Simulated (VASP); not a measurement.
# InSe in VASP: single point with PBE+D3(BJ)

Aim: the single point of InSe with PBE+D3(BJ).

The COD entry that gives the cell may itself be a prediction, so a difference from it is no test against experiment.

All numbers are computed with VASP 6.6.1; they aren't measurements. Logs are shortened: lines on timing, memory, paths and dates and some standing lists are left out, and cuts for length are marked.

## (1) The cell of the first run

The cell holds a slab with vacuum, 8 atoms: a = 4.036 Å, b = 4.036 Å, c = 30.664 Å, α = 90.00°, β = 90.00°, γ = 120.00°.

## (2) Single point, PBE+D3(BJ)

INCAR reads:

```
ALGO = Normal
DIPOL = 0.5 0.5 0.500
EDIFF = 1E-6
ENCUT = 520
GGA = PE
IDIPOL = 3
ISIF = 2
ISMEAR = 0
IVDW = 12
LASPH = T
LCHARG = T
LDIPOL = T
LELF = T
LREAL = F
LVACPOTAV = T
LVHAR = T
LWAVE = F
NBANDS = 48
NELM = 60
PREC = Accurate
SIGMA = 0.05
```

KPOINTS reads:

```
k-points
0
Gamma
  9 9 1
```

POSCAR reads:

```
InSe
1.0
    4.0363944476      0.0000000000      0.0000000000
   -2.0181972238      3.4956201313      0.0000000000
    0.0000000000      0.0000000000     30.6639201605
Se In
4 4
Direct
    0.0000000000      0.0000000000      0.2771987390
    0.0000000000      0.0000000000      0.4520164087
    0.6666666667      0.3333333333      0.5479835913
    0.6666666667      0.3333333333      0.7228012610
    0.6666666667      0.3333333333      0.3190300539
    0.6666666667      0.3333333333      0.4101187073
    0.3333333333      0.6666666667      0.5898149062
    0.3333333333      0.6666666667      0.6809035596
```

Potentials or basis: VASP PAW PBE potentials, release 64 (Se, In_d).

Run with:

```sh
cat potpaw_PBE.64/Se/POTCAR potpaw_PBE.64/In_d/POTCAR > POTCAR
mpirun -np 1 vasp_std > vasp.out
```

OUTCAR:

```text
EDIFF = 1E-6
   ENCUT = 520
   GGA = PE
   ISIF = 2
   ISMEAR = 0
   IVDW = 12
   LASPH = T
   LREAL = F
   NELM = 60
   PREC = Accurate
 IVDW          = 12

 ion  position               nearest neighbor table
   1  0.000  0.000  0.277-   5 2.66   5 2.66   5 2.66
   2  0.000  0.000  0.452-   6 2.66   6 2.66   6 2.66
   3  0.667  0.333  0.548-   7 2.66   7 2.66   7 2.66
   4  0.667  0.333  0.723-   8 2.66   8 2.66   8 2.66
   5  0.667  0.333  0.319-   1 2.66   1 2.66   1 2.66   6 2.79
   6  0.667  0.333  0.410-   2 2.66   2 2.66   2 2.66   5 2.79
   7  0.333  0.667  0.590-   3 2.66   3 2.66   3 2.66   8 2.79
   8  0.333  0.667  0.681-   4 2.66   4 2.66   4 2.66   7 2.79

  LATTYP: Found a hexagonal cell.
 ALAT       =     4.0363944476
 C/A-ratio  =     7.5968591669

  Lattice vectors:

 A1 = (   4.0363944476,   0.0000000000,   0.0000000000)
 A2 = (  -2.0181972238,   3.4956201313,   0.0000000000)
 A3 = (   0.0000000000,   0.0000000000,  30.6639201605)

Analysis of symmetry for initial positions (statically):
=====================================================================
 Subroutine PRICEL returns:
 Original cell was already a primitive cell.

 Routine SETGRP: Setting up the symmetry group for a
 hexagonal supercell.

 Subroutine GETGRP returns: Found  6 space group operations
 (whereof  6 operations were pure point group operations)
 out of a pool of 24 trial point group operations.

The static configuration has the point symmetry C_3v.

Analysis of symmetry for dynamics (positions and initial velocities):
=====================================================================
 Subroutine PRICEL returns:
 Original cell was already a primitive cell.

 Routine SETGRP: Setting up the symmetry group for a
 hexagonal supercell.

 Subroutine GETGRP returns: Found  6 space group operations
 (whereof  6 operations were pure point group operations)
 out of a pool of 24 trial point group operations.

The dynamic configuration has the point symmetry C_3v.

 Subroutine INISYM returns: Found  6 space group operations
 (whereof  6 operations are pure point group operations),
 and found     1 'primitive' translations

----------------------------------------------------------------------------------------

                                     Primitive cell

  volume of cell :     432.6588

  direct lattice vectors                    reciprocal lattice vectors
     4.036394448  0.000000000  0.000000000     0.247745857  0.143036137  0.000000000
    -2.018197224  3.495620131  0.000000000     0.000000000  0.286072274  0.000000000
     0.000000000  0.000000000 30.663920160     0.000000000  0.000000000  0.032611616

  length of vectors
     4.036394448  4.036394448 30.663920160     0.286072274  0.286072274  0.032611616

  position of ions in fractional coordinates (direct lattice)
     0.000000000  0.000000000  0.277198739
     0.000000000  0.000000000  0.452016409
     0.666666667  0.333333333  0.547983591
     0.666666667  0.333333333  0.722801261
     0.666666667  0.333333333  0.319030054
     0.666666667  0.333333333  0.410118707
     0.333333333  0.666666667  0.589814906
     0.333333333  0.666666667  0.680903560

  ion indices of the primitive-cell ions
   primitive index   ion index
                 1           1
                 2           2
                 3           3
                 4           4
                 5           5
                 6           6
                 7           7
                 8           8

----------------------------------------------------------------------------------------

 KPOINTS: k-points

Automatic generation of k-mesh.
 Grid dimensions read from file:
 generate k-points for:    9    9    1

 Generating k-lattice:

  Cartesian coordinates                     Fractional coordinates (reciprocal lattice)
     0.027527317  0.015892904  0.000000000     0.111111111 -0.000000000  0.000000000
     0.000000000  0.031785808  0.000000000     0.000000000  0.111111111  0.000000000
     0.000000000  0.000000000  0.032611616     0.000000000  0.000000000  1.000000000

  Length of vectors
     0.031785808  0.031785808  0.032611616

  Shift w.r.t. Gamma in fractional coordinates (k-lattice)
     0.000000000  0.000000000  0.000000000

 Subroutine IBZKPT returns following result:
 ===========================================

 Found     12 irreducible k-points:

 Following reciprocal coordinates:
            Coordinates               Weight
  0.000000  0.000000  0.000000      1.000000
  0.111111 -0.000000  0.000000      6.000000
  0.222222 -0.000000  0.000000      6.000000
  0.333333 -0.000000  0.000000      6.000000
  0.444444 -0.000000  0.000000      6.000000
  0.111111  0.111111  0.000000      6.000000
  0.222222  0.111111  0.000000     12.000000
  0.333333  0.111111  0.000000     12.000000
  0.444444  0.111111  0.000000      6.000000
  0.222222  0.222222  0.000000      6.000000
  0.333333  0.222222  0.000000     12.000000
  0.333333  0.333333  0.000000      2.000000
   k-points           NKPTS =     12   k-points in BZ     NKDIM =     12   number of bands    NBANDS=     48
   number of dos      NEDOS =    301   number of ions     NIONS =      8
   total plane-waves  NPLWV = 216000
   dimension x,y,z NGX =    30 NGY =   30 NGZ =  240
   dimension x,y,z NGXF=    60 NGYF=   60 NGZF=  480
   ions per type =               4   4
   NGX,Y,Z   is equivalent  to a cutoff of  12.36, 12.36, 13.01 a.u.
   NGXF,Y,Z  is equivalent  to a cutoff of  24.71, 24.71, 26.02 a.u.
 SYSTEM =  unknown system
   PREC   = accura    normal or accurate (medium, high low for compatibility)
   ISTART =      0    job   : 0-new  1-cont  2-samecut
   ICHARG =      2    charge: 1-file 2-atom 10-const
   ISPIN  =      1    spin polarized calculation?
   LNONCOLLINEAR =      F non collinear calculations
   LSORBIT =      F    spin-orbit coupling
   LASPH  =      T    aspherical Exc in radial PAW
   ENCUT  =  520.0 eV  38.22 Ry    6.18 a.u.   7.51  7.51 57.01*2*pi/ulx,y,z
   NELM   =     60;   NELMIN=  2; NELMDL= -5     # of ELM steps
   EDIFF  = 0.1E-05   stopping-criterion for ELM
   LREAL  =      F    real-space projection
   EDIFFG = 0.1E-04   stopping-criterion for IOM
   NSW    =      0    number of steps for IOM
   IBRION =     -1    ionic relax: 0-MD 1-quasi-New 2-CG
   NFREE  =      0    steps in history (QN), initial steepest desc. (CG)
   ISIF   =      2    stress and relaxation
   ISYM   =      2    0-nonsym 1-usesym 2-fastsym
   POTIM  = 0.5000    time-step for ionic-motion
   TEBEG  =    0.0;   TEEND  =   0.0 temperature during run
   PSTRESS=    0.0 pullay stress
   NELECT =      76.0000    total number of electrons
   NUPDOWN=      -1.0000    fix difference up-down
   EMIN   =  10.00;   EMAX   =-10.00  energy-range for DOS
   EFERMI =   0.00;   METHOD = LEGACY
   ISMEAR =     0;   SIGMA  =   0.05  broadening in eV -4-tet -1-fermi 0-gaus
   EFERMI_NEDOS =   21; number of points for ismear=-14 and -15
   IALGO  =     38    algorithm
   IMIX   =      4    mixing-type and parameters
     AMIX     =   0.40;   BMIX     =  1.00
     AMIX_MAG =   1.60;   BMIX_MAG =  1.00
  volume/ion in A,a.u.               =      54.08       364.97
  Fermi-wavevector in a.u.,A,eV,Ry     =   0.916848  1.732592 11.437207  0.840611
  Thomas-Fermi vector in A             =   2.041750
   LORBIT       =      0    0 simple, 1 ext, 2 COOP (PROOUT), +10 PAW based schemes
   GGA     = PE    functional components
   LHFCALC =     F    Hartree Fock is set to
   AEXX    =    0.0000 exact exchange contribution
   IVDW    =    12    specifies the selected vdW correction
   LEPSILON=     F    determine dielectric tensor
   LRPA    =     F    only Hartree local field effects (RPA)
 non-spin polarized calculation
 Gauss-broadening in eV      SIGMA  =   0.05
  energy-cutoff  :      520.00
  volume of cell :      432.66
 maximum number of plane-waves:     11729
 NGX is ok and might be reduce to    30
   NGX = 15   NGY = 15   NGZ =115

 dipolmoment           0.000000      0.000000     -0.000040 electrons x Angstroem

 number of electron      75.9999998 magnetization

 dipolmoment           0.000000      0.000000      0.000690 electrons x Angstroem

 Free energy of the ion-electron system (eV)
  ---------------------------------------------------
  ext. energy  EPLUGINS =         0.00000000
  ---------------------------------------------------
  free energy    TOTEN  =       -28.36164477 eV

  energy without entropy =      -28.36164477  energy(sigma->0) =      -28.36164477

 E-fermi :  -0.3079     XC(G=0):  -5.1665

 val. band max:       -0.5688868384   @ k =   0.1111  -0.0000   0.0000
 cond. band min:       0.4315034846   @ k =   0.0000   0.0000   0.0000
 fundamental gap:      1.0003903230
 Fermi energy:        -0.3078612382

 k-point     1 :       0.0000    0.0000    0.0000
  band No.  band energies     occupation
      1     -14.9777      2.00000
      2     -14.9697      2.00000
      3     -14.7924      2.00000
      4     -14.7924      2.00000
      5     -14.7844      2.00000
      6     -14.7844      2.00000
[... 40 lines left out ...]
     47       4.6295      0.00000
     48       4.6824      0.00000

 k-point     2 :       0.1111   -0.0000    0.0000
  band No.  band energies     occupation
      1     -14.9773      2.00000
      2     -14.9693      2.00000
      3     -14.8326      2.00000
      4     -14.8240      2.00000
      5     -14.7907      2.00000
      6     -14.7827      2.00000
[... 40 lines left out ...]
     47       4.6364      0.00000
     48       4.7144      0.00000

 k-point     3 :       0.2222   -0.0000    0.0000
  band No.  band energies     occupation
      1     -14.9903      2.00000
      2     -14.9823      2.00000
      3     -14.9012      2.00000
      4     -14.8914      2.00000
      5     -14.8487      2.00000
      6     -14.8382      2.00000
[... 40 lines left out ...]
     47       4.3055      0.00000
     48       4.3919      0.00000

 k-point     4 :       0.3333   -0.0000    0.0000
  band No.  band energies     occupation
      1     -15.0425      2.00000
      2     -15.0330      2.00000
      3     -14.9325      2.00000
      4     -14.9228      2.00000
      5     -14.9188      2.00000
      6     -14.9119      2.00000
[... 346 lines left out ...]
     47       4.5627      0.00000
     48       4.6851      0.00000

 k-point    11 :       0.3333    0.2222    0.0000
  band No.  band energies     occupation
      1     -15.0824      2.00000
      2     -15.0745      2.00000
      3     -14.9841      2.00000
      4     -14.9751      2.00000
      5     -14.9196      2.00000
      6     -14.9116      2.00000
[... 40 lines left out ...]
     47       4.7651      0.00000
     48       4.8710      0.00000

 k-point    12 :       0.3333    0.3333    0.0000
  band No.  band energies     occupation
      1     -15.0865      2.00000
      2     -15.0793      2.00000
      3     -14.9911      2.00000
      4     -14.9825      2.00000
      5     -14.9189      2.00000
      6     -14.9109      2.00000
[... 40 lines left out ...]
     47       5.4116      0.00000
     48       5.4329      0.00000

------------------------ aborting loop because EDIFF is reached ----------------------------------------

 Edisp (eV)   -2.07759

 E8    (eV) :    -0.9756

  FORCE on cell =-STRESS in cart. coord.  units (eV):
  Direction    XX          YY          ZZ          XY          YZ          ZX
  --------------------------------------------------------------------------------------
  -------------------------------------------------------------------------------------
  Total       0.00698     0.00698     0.19948     0.00000     0.00000     0.00000
  in kB       0.02585     0.02585     0.73870     0.00000     0.00000     0.00000
  external pressure =        0.26 kB  Pullay stress =        0.00 kB

 VOLUME and BASIS-vectors are now :
 -----------------------------------------------------------------------------
  energy-cutoff  :      520.00
  volume of cell :      432.66
      direct lattice vectors                 reciprocal lattice vectors
     4.036394448  0.000000000  0.000000000     0.247745857  0.143036137  0.000000000
    -2.018197224  3.495620131  0.000000000     0.000000000  0.286072274  0.000000000
     0.000000000  0.000000000 30.663920160     0.000000000  0.000000000  0.032611616

 POSITION                                       TOTAL-FORCE (eV/Angst)
 -----------------------------------------------------------------------------------
      0.00000      0.00000      8.50000         0.000000     -0.000000     -0.057315
      0.00000      0.00000     13.86060        -0.000000      0.000000      0.016561
      2.01820      1.16521     16.80333         0.000000      0.000000     -0.018555
      2.01820      1.16521     22.16392         0.000000     -0.000000      0.044848
      2.01820      1.16521      9.78271        -0.000000     -0.000000      0.048368
      2.01820      1.16521     12.57585         0.000000      0.000000     -0.012750
     -0.00000      2.33041     18.08604        -0.000000      0.000000      0.015076
     -0.00000      2.33041     20.87917        -0.000000     -0.000000     -0.036234
 -----------------------------------------------------------------------------------
    total drift:                               -0.000001      0.000000     -0.000104

  FREE ENERGIE OF THE ION-ELECTRON SYSTEM (eV)
  ---------------------------------------------------
  free  energy   TOTEN  =       -30.4392318872 eV

  energy  without entropy=      -30.4392318872  energy(sigma->0) =      -30.43923189

 vacuum level on the upper side and lower side of the slab         5.046         5.038
```

Run time: 13 min. Hardware: 1 thread of AMD EPYC 7R13, shared host; peak memory 0.57 GiB.

What came out:

- Free energy: -30.4392 eV
- Largest force: 0.057 eV/Å
- Band gap on the k mesh: 1.00 eV, indirect (least direct gap 1.07 eV)
- Dispersion energy per atom: -0.260 eV

Forces on the atoms (eV/Å):
```
Se   0.000  0.000 -0.057
Se   0.000  0.000  0.017
Se   0.000  0.000 -0.019
Se   0.000  0.000  0.045
In   0.000  0.000  0.048
In   0.000  0.000 -0.013
In   0.000  0.000  0.015
In   0.000  0.000 -0.036
```

Caveat: spin-orbit coupling is left out, which moves the levels of the heavy elements.
